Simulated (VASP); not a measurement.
A run of VASP 6.6.1 is set up as follows.

The input POSCAR:

```
W
1.0
    2.8096620000      0.0000000000      0.0000000000
    0.0000000000      4.8638700000      0.0000000000
    0.0000000000      0.0000000000      4.9236950000
W
4
Direct
    0.7931720000      0.5631570000      0.2500000000
    0.2068280000      0.0631570000      0.2500000000
    0.2068280000      0.4368430000      0.7500000000
    0.7931720000      0.9368430000      0.7500000000
```

INCAR.step1

```
SYSTEM = W
  PREC = Accurate
  ENCUT = 550
  ISMEAR = 1
  SIGMA = 0.3
  LREAL = .FALSE.
  LASPH = .TRUE.
  NELM = 120
  NBANDS = 36
  GGA = PE
  ALGO = Normal
  EDIFF = 1E-5
  LWAVE = .TRUE.
  LCHARG = .FALSE.
  GGA_COMPAT = .FALSE.
```

The input INCAR.step2:

```
SYSTEM = W
  PREC = Accurate
  ENCUT = 550
  EDIFF = 1E-6
  ISMEAR = 1
  SIGMA = 0.3
  LREAL = .FALSE.
  LASPH = .TRUE.
  NELM = 120
  ALGO = Normal
  ISIF = 2
  LWAVE = .FALSE.
  LCHARG = .FALSE.
  METAGGA = R2SCAN
  LMIXTAU = .TRUE.
  NBANDS = 36
  ISTART = 1
  GGA_COMPAT = .FALSE.
```

Contents of KPOINTS:

```
regular mesh
0
G
  8 5 4
  0 0 0
```

Potentials or basis: VASP PAW PBE potentials, release 64 (W_sv).

Command:

```sh
$ cat potpaw_PBE.64/W_sv/POTCAR > POTCAR
$ cp INCAR.step1 INCAR
$ mpirun -np 1 vasp_std > vasp.out
$ cp INCAR.step2 INCAR
$ mpirun -np 1 vasp_std > vasp.out
```

(1) What does it give for the band gap on the k mesh?

(2) Predict the largest force.

(3) Estimate the pressure.

Answers

(1) zero (bands 28 and 29 overlap by 1.00 eV).

(2) 0.192 eV/Å.

(3) -5.9 GPa.

Caveat: the cell stands under tension; the PAW data sets were made with another functional, which shifts forces and pressure a little; spin-orbit coupling is left out, which moves the levels of the heavy elements.
